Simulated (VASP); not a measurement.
# Os (P6/mmm) in VASP: single point with PBE

Aim: the single point of Os with PBE.

Program: VASP 6.6.1. These are calculated values, not measurements. Logs are shortened: lines on timing, memory, paths and dates and some standing lists are left out, and cuts for length are marked.

## 1. The cell of the first run

It takes space group P6/mmm (No. 191, hexagonal). Conventional cell: a = 2.669 Å, b = 2.669 Å, c = 2.559 Å, α = 90.00°, β = 90.00°, γ = 120.00°. Within 3.4 Å of Os (site symmetry 6/mmm) lie 8 Os at 2.56 to 2.67 Å.

This isn't the form of Os at room conditions, which is hcp.

## 2. Single point, PBE

POSCAR reads:

```
Os
1.0
    2.6686075081      0.0000000000      0.0000000000
   -1.3343037541      2.3110818947      0.0000000000
    0.0000000000      0.0000000000      2.5594616766
Os
1
Direct
    0.0000000000      0.0000000000      0.0000000000
```

INCAR.step1 reads:

```
ALGO = Normal ; EDIFF = 1E-6
ENCUT = 520 ; GGA = PE
ISIF = 2 ; ISMEAR = -1
LASPH = T ; LCHARG = T
LMAXMIX = 4 ; LREAL = F
LWAVE = F ; NBANDS = 10
NELM = 80 ; PREC = Accurate
SIGMA = 0.05
```

KPOINTS.step1 reads:

```
k-points
0
Gamma
  16 16 15
```

INCAR.step2 reads:

```
ALGO = Normal ; EDIFF = 1E-6
ENCUT = 520 ; GGA = PE
ICHARG = 11 ; ISIF = 2
ISMEAR = -5 ; LASPH = T
LCHARG = F ; LMAXMIX = 4
LORBIT = 10 ; LREAL = F
LWAVE = F ; NBANDS = 10
NEDOS = 2001 ; NELM = 80
PREC = Accurate ; SIGMA = 0.05
```

KPOINTS.step2 reads:

```
k-points
0
Gamma
  24 24 23
```

Potentials or basis: VASP PAW PBE potentials, release 64 (Os).

Launch:

```console
cat potpaw_PBE.64/Os/POTCAR > POTCAR
cp INCAR.step1 INCAR
cp KPOINTS.step1 KPOINTS
mpirun -np 1 vasp_std > vasp.out
cp INCAR.step2 INCAR
cp KPOINTS.step2 KPOINTS
mpirun -np 1 vasp_std > vasp.out
```

OUTCAR:

```text
EDIFF = 1E-6
   ENCUT = 520
   GGA = PE
   ICHARG = 11
   ISIF = 2
   ISMEAR = -5
   LASPH = T
   LORBIT = 10
   LREAL = F
   NELM = 80
   PREC = Accurate

 ion  position               nearest neighbor table
   1  0.000  0.000  0.000-

  LATTYP: Found a hexagonal cell.
 ALAT       =     2.6686075081
 C/A-ratio  =     0.9591000808

  Lattice vectors:

 A1 = (   2.6686075081,   0.0000000000,   0.0000000000)
 A2 = (  -1.3343037541,   2.3110818947,   0.0000000000)
 A3 = (   0.0000000000,   0.0000000000,   2.5594616766)

Analysis of symmetry for initial positions (statically):
=====================================================================
 Subroutine PRICEL returns:
 Original cell was already a primitive cell.

 Routine SETGRP: Setting up the symmetry group for a
 hexagonal supercell.

 Subroutine GETGRP returns: Found 24 space group operations
 (whereof 24 operations were pure point group operations)
 out of a pool of 24 trial point group operations.

The static configuration has the point symmetry D_6h.

Analysis of symmetry for dynamics (positions and initial velocities):
=====================================================================
 Subroutine PRICEL returns:
 Original cell was already a primitive cell.

 Routine SETGRP: Setting up the symmetry group for a
 hexagonal supercell.

 Subroutine GETGRP returns: Found 24 space group operations
 (whereof 24 operations were pure point group operations)
 out of a pool of 24 trial point group operations.

The dynamic configuration has the point symmetry D_6h.

 Subroutine INISYM returns: Found 24 space group operations
 (whereof 24 operations are pure point group operations),
 and found     1 'primitive' translations

----------------------------------------------------------------------------------------

                                     Primitive cell

  volume of cell :      15.7851

  direct lattice vectors                    reciprocal lattice vectors
     2.668607508  0.000000000  0.000000000     0.374727268  0.216348889  0.000000000
    -1.334303754  2.311081895  0.000000000     0.000000000  0.432697778  0.000000000
     0.000000000  0.000000000  2.559461677     0.000000000  0.000000000  0.390707159

  length of vectors
     2.668607508  2.668607508  2.559461677     0.432697778  0.432697778  0.390707159

  position of ions in fractional coordinates (direct lattice)
     0.000000000  0.000000000  0.000000000

  ion indices of the primitive-cell ions
   primitive index   ion index
                 1           1

----------------------------------------------------------------------------------------

 KPOINTS: k-points

Automatic generation of k-mesh.
 Grid dimensions read from file:
 generate k-points for:   24   24   23

 Generating k-lattice:

  Cartesian coordinates                     Fractional coordinates (reciprocal lattice)
     0.015613636  0.009014537  0.000000000     0.041666667 -0.000000000  0.000000000
     0.000000000  0.018029074  0.000000000     0.000000000  0.041666667  0.000000000
     0.000000000  0.000000000  0.016987268     0.000000000  0.000000000  0.043478261

  Length of vectors
     0.018029074  0.018029074  0.016987268

  Shift w.r.t. Gamma in fractional coordinates (k-lattice)
     0.000000000  0.000000000  0.000000000

 TETIRR: Found  13157 inequivalent tetrahedra from    79488

 Subroutine IBZKPT returns following result:
 ===========================================

 Found    732 irreducible k-points:

 Following reciprocal coordinates:
            Coordinates               Weight
  0.000000  0.000000  0.000000      1.000000
  0.041667 -0.000000  0.000000      6.000000
  0.083333 -0.000000  0.000000      6.000000
  0.125000  0.000000  0.000000      6.000000
  0.166667 -0.000000  0.000000      6.000000
  0.208333 -0.000000  0.000000      6.000000
[... 16 lines left out ...]
  0.416667  0.041667  0.000000     12.000000
  0.458333  0.041667  0.000000     12.000000
 [... further k-points ...]
   k-points           NKPTS =    732   k-points in BZ     NKDIM =    732   number of bands    NBANDS=     10
   number of dos      NEDOS =   2001   number of ions     NIONS =      1
   total plane-waves  NPLWV =   8000
   dimension x,y,z NGX =    20 NGY =   20 NGZ =   20
   dimension x,y,z NGXF=    40 NGYF=   40 NGZF=   40
   ions per type =               1
   NGX,Y,Z   is equivalent  to a cutoff of  12.46, 12.46, 12.99 a.u.
   NGXF,Y,Z  is equivalent  to a cutoff of  24.92, 24.92, 25.98 a.u.
 SYSTEM =  unknown system
   PREC   = accura    normal or accurate (medium, high low for compatibility)
   ISTART =      0    job   : 0-new  1-cont  2-samecut
   ICHARG =     11    charge: 1-file 2-atom 10-const
   ISPIN  =      1    spin polarized calculation?
   LNONCOLLINEAR =      F non collinear calculations
   LSORBIT =      F    spin-orbit coupling
   LASPH  =      T    aspherical Exc in radial PAW
   ENCUT  =  520.0 eV  38.22 Ry    6.18 a.u.   4.96  4.96  4.76*2*pi/ulx,y,z
   NELM   =     80;   NELMIN=  2; NELMDL=  0     # of ELM steps
   EDIFF  = 0.1E-05   stopping-criterion for ELM
   LREAL  =      F    real-space projection
   EDIFFG = 0.1E-04   stopping-criterion for IOM
   NSW    =      0    number of steps for IOM
   IBRION =     -1    ionic relax: 0-MD 1-quasi-New 2-CG
   NFREE  =      0    steps in history (QN), initial steepest desc. (CG)
   ISIF   =      2    stress and relaxation
   ISYM   =      2    0-nonsym 1-usesym 2-fastsym
   POTIM  = 0.5000    time-step for ionic-motion
   TEBEG  =    0.0;   TEEND  =   0.0 temperature during run
   PSTRESS=    0.0 pullay stress
   NELECT =       8.0000    total number of electrons
   NUPDOWN=      -1.0000    fix difference up-down
   EMIN   =  10.00;   EMAX   =-10.00  energy-range for DOS
   EFERMI =   0.00;   METHOD = LEGACY
   ISMEAR =    -5;   SIGMA  =   0.05  broadening in eV -4-tet -1-fermi 0-gaus
   EFERMI_NEDOS =   21; number of points for ismear=-14 and -15
   IALGO  =     38    algorithm
   IMIX   =      4    mixing-type and parameters
     AMIX     =   0.40;   BMIX     =  1.00
     AMIX_MAG =   1.60;   BMIX_MAG =  1.00
  volume/ion in A,a.u.               =      15.79       106.52
  Fermi-wavevector in a.u.,A,eV,Ry     =   1.305235  2.466536 23.179396  1.703638
  Thomas-Fermi vector in A             =   2.436117
   LORBIT       =     10    0 simple, 1 ext, 2 COOP (PROOUT), +10 PAW based schemes
   GGA     = PE    functional components
   LHFCALC =     F    Hartree Fock is set to
   AEXX    =    0.0000 exact exchange contribution
   IVDW    =     0    specifies the selected vdW correction
   LEPSILON=     F    determine dielectric tensor
   LRPA    =     F    only Hartree local field effects (RPA)
 non-spin polarized calculation
 Fermi weights with tetrahedron method with Bloechl corrections
  energy-cutoff  :      520.00
  volume of cell :       15.79
 maximum number of plane-waves:       441
 NGX is ok and might be reduce to    20

 number of electron       7.9999998 magnetization

 Free energy of the ion-electron system (eV)
  ---------------------------------------------------
  ext. energy  EPLUGINS =         0.00000000
  ---------------------------------------------------
  free energy    TOTEN  =       -10.11826173 eV

  energy without entropy =      -10.11826173  energy(sigma->0) =      -10.11826173

 E-fermi :   7.6562     XC(G=0): -13.2600

 val. band max:        7.7451306993   @ k =   0.3333   0.0417   0.2174
 cond. band min:       7.5893069295   @ k =   0.2500   0.0000   0.1739
 fundamental gap:     -0.1558237698
 Fermi energy:         7.6562050303

 k-point     1 :       0.0000    0.0000    0.0000
  band No.  band energies     occupation
      1      -2.0513      2.00000
      2       1.7518      2.00000
      3       5.2541      2.00000
      4       5.2541      2.00000
      5      10.2183      0.00000
      6      10.2183      0.00000
      7      22.4126      0.00000
      8      22.8698      0.00000
      9      29.3609      0.00000
     10      29.3610      0.00000

 k-point     2 :       0.0417   -0.0000    0.0000
  band No.  band energies     occupation
      1      -1.9778      2.00000
      2       1.7826      2.00000
      3       5.1896      2.00000
      4       5.3206      2.00000
      5      10.1357      0.00000
      6      10.2049      0.00000
      7      22.5670      0.00000
      8      23.0238      0.00000
      9      28.6203      0.00000
     10      29.1782      0.00000

 k-point     3 :       0.0833   -0.0000    0.0000
  band No.  band energies     occupation
      1      -1.7621      2.00000
      2       1.8731      2.00000
      3       5.0110      2.00000
      4       5.5188      2.00000
      5       9.9024      0.00000
      6      10.1659      0.00000
      7      23.0001      0.00000
      8      23.4687      0.00000
      9      27.3295      0.00000
     10      28.6847      0.00000

 k-point     4 :       0.1250    0.0000    0.0000
  band No.  band energies     occupation
      1      -1.4187      2.00000
      2       2.0170      2.00000
      3       4.7598      2.00000
      4       5.8441      2.00000
      5       9.5552      0.00000
      6      10.1044      0.00000
      7      23.5790      0.00000
      8      24.1597      0.00000
      9      26.0393      0.00000
     10      27.9873      0.00000
[... 222 lines left out ...]
 k-point    22 :       0.3750    0.0417    0.0000
  band No.  band energies     occupation
      1       1.0158      2.00000
      2       2.5545      2.00000
      3       6.3033      2.00000
      4       7.1175      2.00000
      5       9.5115      0.00000
      6      10.0950      0.00000
      7      17.0663      0.00000
      8      22.0490      0.00000
      9      26.3955      0.00000
     10      29.7226      0.00000

 k-point    23 :       0.4167    0.0417    0.0000
  band No.  band energies     occupation
      1       1.0104      2.00000
      2       2.6528      2.00000
      3       6.9470      2.00000
      4       6.9508      2.12509
      5       9.4637      0.00000
      6      10.6429      0.00000
      7      16.2350      0.00000
      8      21.4497      0.00000
      9      25.9295      0.00000
     10      29.9694      0.00000

 k-point    24 :       0.4583    0.0417    0.0000
  band No.  band energies     occupation
      1       0.9923      2.00000
      2       2.7159      2.00000
      3       6.8663      2.00000
      4       7.3389      2.00969
      5       9.4391      0.00000
      6      10.9540      0.00000
      7      15.7576      0.00000
      8      21.1141      0.00000
      9      25.6664      0.00000
     10      30.0703      0.00000

 [... further k-points ...]
[... 5 lines left out ...]
  --------------------------------------------------------------------------------------
  -------------------------------------------------------------------------------------
  Total        0.0525054      0.0525054     -0.0183385     -0.0000000     -0.0000000      0.0000000
  in kB        5.3292445      5.3292445     -1.8613379     -0.0000000     -0.0000000      0.0000000
  external PRESSURE =       2.9323837 kB  Pullay stress =       0.0000000 kB

 VOLUME and BASIS-vectors are now :
 -----------------------------------------------------------------------------
  energy-cutoff  :      520.00
  volume of cell :       15.79
      direct lattice vectors                 reciprocal lattice vectors
     2.668607508  0.000000000  0.000000000     0.374727268  0.216348889  0.000000000
    -1.334303754  2.311081895  0.000000000     0.000000000  0.432697778  0.000000000
     0.000000000  0.000000000  2.559461677     0.000000000  0.000000000  0.390707159

 POSITION                                       TOTAL-FORCE (eV/Angst)
 -----------------------------------------------------------------------------------
      0.00000      0.00000      0.00000         0.000000      0.000000      0.000000
 -----------------------------------------------------------------------------------
    total drift:                                0.000000      0.000000     -0.000000

  FREE ENERGIE OF THE ION-ELECTRON SYSTEM (eV)
  ---------------------------------------------------
  free  energy   TOTEN  =       -10.1182617277 eV

  energy  without entropy=      -10.1182617277  energy(sigma->0) =      -10.11826173

 total charge

# of ion       s       p       d       tot
------------------------------------------
    1        0.689   0.593   6.028   7.310
```

Wall time 62 s (1 thread of Intel Xeon 8259CL, shared host); peak memory 0.24 GiB.

What came out:

```
Valence electrons inside the program's atomic spheres : Os 7.31
```

Caveat: spin-orbit coupling is left out, which moves the levels of the heavy elements.
